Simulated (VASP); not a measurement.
Wanted: the native input for a VASP 6.6.1 run.

```yaml
Task: single point
Functional: PBE
Potentials_or_basis: VASP PAW PBE potentials, release 64 (Si, C)
Cutoff: 520 eV
k_mesh: 12 × 12 × 4
Occupations: gaussian, width 0.01 eV
Spin: no spin polarisation
Dipole_correction: no
Further_INCAR_settings: ALGO = Normal; EDIFF = 1e-06; NBANDS = 16
```

The structure of SiC (Moissanite) lies in POSCAR:

```
SiC
1.0
    3.1264351936      0.0000000000      0.0000000000
   -1.5632175968      2.7075680910      0.0000000000
    0.0000000000      0.0000000000      5.1307688092
Si C
2 2
Direct
    0.3333333333      0.6666666667      0.0000000000
    0.6666666667      0.3333333333      0.5000000000
    0.3333333333      0.6666666667      0.3850000000
    0.6666666667      0.3333333333      0.8850000000
```

These files were run (other wordings do the same):

INCAR

```
ALGO = Normal
EDIFF = 1E-6
ENCUT = 520
GGA = PE
ISIF = 2
ISMEAR = 0
LASPH = T
LCHARG = T
LELF = T
LREAL = F
LVHAR = T
LWAVE = F
NBANDS = 16
NELM = 100
PREC = Accurate
SIGMA = 0.01
```

KPOINTS

```
k-points
0
Gamma
  12 12 4
```

Potentials or basis: VASP PAW PBE potentials, release 64 (Si, C).

Run with:

```bash
$ cat potpaw_PBE.64/Si/POTCAR potpaw_PBE.64/C/POTCAR > POTCAR
$ mpirun -np 1 vasp_std > vasp.out
```

Results of the run:

```json
{"Pressure": "-6.4 GPa", "Largest force": "0.679 eV/Å", "Band gap on the k mesh": "2.41 eV, indirect (least direct gap 3.98 eV)"}
```

Run time: 24 s on 1 thread of Intel(R) Xeon(R) Platinum 8259CL CPU @ 2.50GHz (Skylake/Cascade Lake), with other jobs on the host, peak memory 0.17 GiB.
